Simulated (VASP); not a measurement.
A run of VASP 6.6.1 is set up as follows.

The input INCAR:

```
SYSTEM = Ba
PREC = Accurate ; ENCUT = 520
EDIFF = 1E-6 ; ISMEAR = 0
SIGMA = 0.2 ; LREAL = .FALSE.
LASPH = .TRUE. ; NELM = 80
ALGO = Normal ; ISIF = 2
LWAVE = .FALSE. ; LCHARG = .FALSE.
GGA = PE ; NBANDS = 11
```

KPOINTS

```
Automatic mesh
0
G
  9 9 9
  0 0 0
```

The input POSCAR:

```
Ba
1.0
   -2.5124914082      2.5124914082      2.5124914082
    2.5124914082     -2.5124914082      2.5124914082
    2.5124914082      2.5124914082     -2.5124914082
Ba
1
Direct
    0.0000000000      0.0000000000      0.0000000000
```

Potentials or basis: VASP PAW PBE potentials, release 64 (Ba_sv).

Launch:

```console
$ cat potpaw_PBE.64/Ba_sv/POTCAR > POTCAR
$ mpirun -np 1 vasp_std > vasp.out
```

Q: Predict the band gap on the k mesh.

A: Zero (bands 5 and 6 overlap by 0.91 eV).

Q: Predict the pressure.

A: 0.0 GPa.

Caveat: spin-orbit coupling is left out, which moves the levels of the heavy elements.
